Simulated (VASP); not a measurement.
BaO: single point with PBEsol

BaO:

```xyz
2
Lattice="0.0000 2.7500 2.7500 2.7500 0.0000 2.7500 2.7500 2.7500 0.0000" Properties=species:S:1:pos:R:3 pbc="T T T"
Ba    0.0000    0.0000    0.0000
O     2.7500    2.7500    2.7500
```

| Property | Result |
| --- | --- |
| Program | VASP 6.6.1 |
| Task | single point |
| Functional | PBEsol |
| Potentials or basis | VASP PAW PBE potentials, release 64 (Ba_sv, O) |
| Cutoff | 600 eV |
| k mesh | 6 × 6 × 6 |
| Occupations | gaussian, width 0.01 eV |
| Spin | no spin polarisation |
| Dipole correction | no |
| Further INCAR settings | ALGO = Normal; EDIFF = 1e-06; NBANDS = 15 |

* Pressure: 1.4 GPa
* Band gap on the k mesh: 1.79 eV, direct

Levels at points of the mesh, in eV from the valence-band top:
| k point | band 4 | band 5 | band 6 | band 7 | band 8 | band 9 | band 10 | band 11 | band 12 | band 13 |
| --- | --- | --- | --- | --- | --- | --- | --- | --- | --- | --- |
| (0.00, 0.00, 0.00) | -10.29 | -10.29 | -0.41 | -0.41 | -0.41 | 3.45 | 4.62 | 4.62 | 4.62 | 6.96 |
| (0.50, 0.00, 0.00) | -10.42 | -10.42 | -2.15 | -1.61 | -1.61 | 4.88 | 7.20 | 7.20 | 8.12 | 10.69 |
| (0.50, 0.50, 0.00) | -10.93 | -10.93 | -0.20 | -0.20 | 0.00 | 1.79 | 6.01 | 8.99 | 9.34 | 9.92 |

It took 5.7 s on 1 thread of Intel(R) Xeon(R) 6975P-C (Granite Rapids), with other jobs on the host, peak memory 0.18 GiB.

Caveat: the PAW data sets were made with another functional, which shifts forces and pressure a little; spin-orbit coupling is left out, which moves the levels of the heavy elements. A k mesh can miss the band edges.
